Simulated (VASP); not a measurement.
# Pb in VASP: further runs, part 3 of 3

VASP 6.6.1. The steps go on from the part before.

## 5. Relaxation of the atoms, PBE

File INCAR:

```
PREC = Accurate
ENCUT = 520
EDIFF = 1E-6
ISMEAR = -1
SIGMA = 0.05
LREAL = F
LASPH = T
NELM = 80
ALGO = Normal
ISIF = 2
LWAVE = F
LCHARG = F
GGA = PE
IBRION = 2
NSW = 80
EDIFFG = -0.01
```

File KPOINTS:

```
regular mesh
0
Gamma
  9 9 1
```

File POSCAR:

```
Pb
1.0
    3.4800006906      0.0000000000      0.0000000000
   -1.7400003453      3.0137690032      0.0000000000
    0.0000000000      0.0000000000     23.3850000000
Pb
4
Direct
    0.6666666667      0.3333333334      0.3207184092
    0.3333333333      0.6666666666      0.4402394697
    0.6666666667      0.3333333334      0.5597605303
    0.3333333333      0.6666666666      0.6792815908
```

Potentials or basis: VASP PAW PBE potentials, release 64 (Pb_d).

Launch:

```bash
$ cat potpaw_PBE.64/Pb_d/POTCAR > POTCAR
$ mpirun -np 1 vasp_std > vasp.out
```

OUTCAR:

```text
PREC = Accurate
   ENCUT = 520
   EDIFF = 1E-6
   ISMEAR = -1
   LREAL = F
   LASPH = T
   NELM = 80
   ISIF = 2
   GGA = PE
   IBRION = 2
   NSW = 80
   EDIFFG = -0.01

 ion  position               nearest neighbor table
   1  0.667  0.333  0.321-   2 3.44   2 3.44   2 3.44
   2  0.333  0.667  0.440-   1 3.44   1 3.44   1 3.44   3 3.44   3 3.44   3 3.44
   3  0.667  0.333  0.560-   4 3.44   4 3.44   4 3.44   2 3.44   2 3.44   2 3.44
   4  0.333  0.667  0.679-   3 3.44   3 3.44   3 3.44

  LATTYP: Found a hexagonal cell.
 ALAT       =     3.4800006906
 C/A-ratio  =     6.7198262527

  Lattice vectors:

 A1 = (   3.4800006906,   0.0000000000,   0.0000000000)
 A2 = (  -1.7400003453,   3.0137690032,   0.0000000000)
 A3 = (   0.0000000000,   0.0000000000,  23.3850000000)

Analysis of symmetry for initial positions (statically):
=====================================================================
 Subroutine PRICEL returns:
 Original cell was already a primitive cell.

 Routine SETGRP: Setting up the symmetry group for a
 hexagonal supercell.

 Subroutine GETGRP returns: Found 12 space group operations
 (whereof 12 operations were pure point group operations)
 out of a pool of 24 trial point group operations.

The static configuration has the point symmetry D_3d.

Analysis of symmetry for dynamics (positions and initial velocities):
=====================================================================
 Subroutine PRICEL returns:
 Original cell was already a primitive cell.

 Routine SETGRP: Setting up the symmetry group for a
 hexagonal supercell.

 Subroutine GETGRP returns: Found 12 space group operations
 (whereof 12 operations were pure point group operations)
 out of a pool of 24 trial point group operations.

[... 108 lines left out ...]
   IALGO  =     38    algorithm
   IMIX   =      4    mixing-type and parameters
     AMIX     =   0.40;   BMIX     =  1.00
     AMIX_MAG =   1.60;   BMIX_MAG =  1.00
  volume/ion in A,a.u.               =      61.31       413.77
  Fermi-wavevector in a.u.,A,eV,Ry     =   1.000603  1.890866 13.622249  1.001207
  Thomas-Fermi vector in A             =   2.132971
   LORBIT       =      0    0 simple, 1 ext, 2 COOP (PROOUT), +10 PAW based schemes
   GGA     = PE    functional components
   LHFCALC =     F    Hartree Fock is set to
   AEXX    =    0.0000 exact exchange contribution
   IVDW    =     0    specifies the selected vdW correction
   LEPSILON=     F    determine dielectric tensor
   LRPA    =     F    only Hartree local field effects (RPA)
 conjugate gradient relaxation of ions
 non-spin polarized calculation
  energy-cutoff  :      520.00
  volume of cell :      245.26
 maximum number of plane-waves:      6687
 NGX is ok and might be reduce to    28
   NGX = 13   NGY = 13   NGZ = 87

--------------------------------------- Ionic step        1  -------------------------------------------

 number of electron      56.0000007 magnetization

 Free energy of the ion-electron system (eV)
  ---------------------------------------------------
  ext. energy  EPLUGINS =         0.00000000
  ---------------------------------------------------
  free energy    TOTEN  =       -13.87998468 eV

  energy without entropy =      -13.87278578  energy(sigma->0) =      -13.87638523

------------------------ aborting loop because EDIFF is reached ----------------------------------------

  FORCE on cell =-STRESS in cart. coord.  units (eV):
  Direction    XX          YY          ZZ          XY          YZ          ZX
  --------------------------------------------------------------------------------------
  -------------------------------------------------------------------------------------
  Total        1.1977718      1.1977718      1.2539736     -0.0000000      0.0000000      0.0000000
  in kB        7.8245252      7.8245252      8.1916676     -0.0000000      0.0000000      0.0000000
  external PRESSURE =       7.9469060 kB  Pullay stress =       0.0000000 kB
[... 95 lines left out ...]
  FREE ENERGIE OF THE ION-ELECTRON SYSTEM (eV)
  ---------------------------------------------------
  free  energy   TOTEN  =       -13.9153606272 eV

  energy  without entropy=      -13.9063190179  energy(sigma->0) =      -13.91083982

[... ionic steps 4 to 7 ...]

--------------------------------------- Ionic step        8  -------------------------------------------

 number of electron      56.0000005 magnetization

------------------------ aborting loop because EDIFF is reached ----------------------------------------
[... 71 lines left out ...]
--------------------------------------- Ionic step       10  -------------------------------------------

 number of electron      56.0000001 magnetization

 Free energy of the ion-electron system (eV)
  ---------------------------------------------------
  ext. energy  EPLUGINS =         0.00000000
  ---------------------------------------------------
  free energy    TOTEN  =       -13.93627148 eV

  energy without entropy =      -13.92555854  energy(sigma->0) =      -13.93091501

 E-fermi :   1.6281     XC(G=0):  -5.6708

 val. band max:        1.4294522658   @ k =   0.3333   0.1111   0.0000
 cond. band min:       1.7112077840   @ k =   0.2222   0.1111   0.0000
 fundamental gap:      0.2817555182
 Fermi energy:         1.6280571107

 k-point     1 :       0.0000    0.0000    0.0000
  band No.  band energies     occupation
      1     -15.3799      2.00000
      2     -15.3792      2.00000
      3     -15.3356      2.00000
      4     -15.3296      2.00000
      5     -15.3296      2.00000
      6     -15.3274      2.00000
[... 452 lines left out ...]
  FREE ENERGIE OF THE ION-ELECTRON SYSTEM (eV)
  ---------------------------------------------------
  free  energy   TOTEN  =       -13.9362714808 eV

  energy  without entropy=      -13.9255585392  energy(sigma->0) =      -13.93091501

 reached required accuracy - stopping structural energy minimisation
```

Wall time 18 min (1 thread of Oxide Virtual Turin-like, shared host); peak memory 0.38 GiB.

What came out:

```yaml
Free_energy: -13.9363 eV
Energy_gained_by_relaxing: 14.1 meV/atom
Ionic_steps: 10
Band_gap_on_the_k_mesh: zero (bands 28 and 29 overlap by 4.10 eV)
```

The path:
```tsv
step	energy change (eV)	largest force (eV/Å)	pressure (GPa)
1	0.0000	0.4084	0.79
2	-0.0142	0.3096	0.80
3	-0.0354	0.1515	0.81
4	-0.0361	0.1740	0.87
5	-0.0408	0.1462	0.79
6	-0.0508	0.0608	0.59
7	-0.0531	0.0819	0.24
8	-0.0548	0.0647	0.37
9	-0.0561	0.0231	0.39
10	-0.0563	0.0017	0.39
```

Final structure:
```cif
data_structure
_symmetry_space_group_name_H-M 'P 1'
_symmetry_Int_Tables_number 1
_cell_length_a 3.4800
_cell_length_b 3.4800
_cell_length_c 23.3850
_cell_angle_alpha 90.000
_cell_angle_beta 90.000
_cell_angle_gamma 120.000
_cell_volume 245.26
loop_
_atom_site_label
_atom_site_type_symbol
_atom_site_fract_x
_atom_site_fract_y
_atom_site_fract_z
_atom_site_occupancy
Pb1 Pb 0.66667 0.33333 0.31539 1
Pb2 Pb 0.33333 0.66667 0.43356 1
Pb3 Pb 0.66667 0.33333 0.56644 1
Pb4 Pb 0.33333 0.66667 0.68461 1
```

Levels at points of the mesh, in eV from the Fermi level:
```csv
k point,band 24,band 25,band 26,band 27,band 28,band 29,band 30,band 31,band 32,band 33
"(0.00, 0.00, 0.00)",-8.66,-3.34,-1.59,1.09,2.95,3.54,4.77,5.05,6.09,6.09
```

Caveat: spin-orbit coupling is left out, which moves the levels of the heavy elements.

## 6. The runs side by side

| task | level | cell | dipole correction | gap on the mesh (eV) | largest force (eV/Å) |
| --- | --- | --- | --- | --- | --- |
| single point | PBEsol | as given | no | none | 0.40 |
| single point | PBE | as given | no | none | 0.41 |
| single point | PBE | as given | yes | none | 0.41 |
| relaxation of the atoms | PBE | atoms relaxed | no | none | - |

Alike in all rows: potentials or basis VASP PAW PBE potentials, release 64 (Pb_d); no spin polarisation; k mesh 9 × 9 × 1; cutoff (eV) 520; smearing fermi-dirac 0.05 eV.

Caveats: spin-orbit coupling is left out, which moves the levels of the heavy elements; the PAW data sets were made with another functional, which shifts forces and pressure a little (at least some runs).

Total energies depend on the potentials used, so only differences within one code and one set of settings carry meaning.
